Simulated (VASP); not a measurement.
The system is CdSe.

```xyz
2
Lattice="0.0000 3.0497 3.0497 3.0497 0.0000 3.0497 3.0497 3.0497 0.0000" Properties=species:S:1:pos:R:3 pbc="T T T"
Cd    0.0000    0.0000    0.0000
Se    1.5248    1.5248    1.5248
```

Base run:

```yaml
Program: VASP 6.6.1
Functional: r2SCAN
Dispersion: D3(BJ)
Potentials_or_basis: VASP PAW PBE potentials, release 64 (Cd, Se)
Cutoff: 520 eV
k_mesh: 8 × 8 × 8
Occupations: fermi-dirac, width 0.05 eV
Spin: no spin polarisation
```

Its results: band gap on the k mesh 1.07 eV, direct; pressure 0.3 GPa.

Q: The run is repeated on the same cell with these changes: functional from r2SCAN to PBEsol; occupations from fermi-dirac, width 0.05 eV to gaussian, width 0.1 eV. What comes out?

A: Band gap on the k mesh 0.47 eV, direct; pressure -1.8 GPa.

Caveats: the PAW data sets were made with another functional, which shifts forces and pressure a little; three body term missing (some runs).

